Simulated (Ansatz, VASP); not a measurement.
## Si2Mo: VASP beside Ansatz

INCAR

```
  ALGO = Normal
  EDIFF = 1E-6
  ENCUT = 520
  GGA = PS
  ISIF = 2
  ISMEAR = 0
  LASPH = True
  LCHARG = False
  LREAL = False
  LWAVE = False
  NBANDS = 56
  NELM = 100
  PREC = Accurate
  SIGMA = 0.15
```

The input KPOINTS:

```
k-points
0
Gamma
  15 15 3
```

Contents of POSCAR:

```
Si2Mo
1.0
   -3.1900701689      0.0000000000      0.0000000000
    0.0000000000     -3.1900701689      0.0000000000
    0.0000000000      0.0000000000     15.4927680287
Si Mo
8 4
Direct
    0.0000000000      0.0000000000      0.9680626781
    0.5000000000      0.5000000000      0.7156421939
    0.0000000000      0.0000000000      0.4632217097
    0.5000000000      0.5000000000      0.2108012255
    0.0000000000      0.0000000000      0.1249180184
    0.5000000000      0.5000000000      0.8821794710
    0.0000000000      0.0000000000      0.6297589868
    0.5000000000      0.5000000000      0.3773385026
    0.5000000000      0.5000000000      0.5464903483
    1.0000000000      1.0000000000      0.2940698641
    0.5000000000      0.5000000000      0.0416493799
    1.0000000000      1.0000000000      0.7989108324
```

Input for Ansatz:

```yaml
crystal:
  lattice:
    - [-3.1900701689, 0.0, 0.0]
    - [0.0, -3.1900701689, 0.0]
    - [0.0, 0.0, 15.4927680287]
  atoms:
    - { symbol: Si, position: [0.0, 0.0, 0.9680626781] }
    - { symbol: Si, position: [0.5, 0.5, 0.7156421939] }
    - { symbol: Si, position: [0.0, 0.0, 0.4632217097] }
    - { symbol: Si, position: [0.5, 0.5, 0.2108012255] }
    - { symbol: Si, position: [0.0, 0.0, 0.1249180184] }
    - { symbol: Si, position: [0.5, 0.5, 0.882179471] }
    - { symbol: Si, position: [0.0, 0.0, 0.6297589868] }
    - { symbol: Si, position: [0.5, 0.5, 0.3773385026] }
    - { symbol: Mo, position: [0.5, 0.5, 0.5464903483] }
    - { symbol: Mo, position: [1.0, 1.0, 0.2940698641] }
    - { symbol: Mo, position: [0.5, 0.5, 0.0416493799] }
    - { symbol: Mo, position: [1.0, 1.0, 0.7989108324] }
basis:
  ecutwfc: 420
kpoints:
  mp_grid: { grid: [15, 15, 3] }
hamiltonian:
  xc: pbesol
scf:
  occupations: { method: gaussian, width: 0.15 }
output:
  forces: true
  stress: true
  eigenvalues: true
```

Alike in both runs: task single point; functional PBEsol; k mesh 15 × 15 × 3; occupations gaussian, width 0.15 eV; no spin polarisation.

|  | VASP | Ansatz |
| --- | --- | --- |
| version | VASP 6.6.1 | Ansatz 0.2.0 |
| potentials or method | VASP PAW PBE potentials, release 64 (Si, Mo_sv), cutoff 520 eV | scalar-relativistic, plane waves, PAW |
| valence electrons in the cell | 88 | 88 |

```csv
,VASP,Ansatz,Ansatz less VASP
gap on the k mesh at the Fermi level (eV),none,none,-
pressure (GPa),3.3,2.9,-0.38
"traceless stress, the component that is largest in VASP (GPa)",3.31,3.31,-0.003
rms of the force components (eV/Å),0.493,0.491,-0.0021
```

VASP's potentials were made for PBE, not for PBEsol. Atom by atom the forces differ by 0.003 eV/Å (rms over components). A gap of «none» marks a metal or a gap that the smearing closes. With one functional, cell and mesh, what is left measures potentials, basis and numerics.
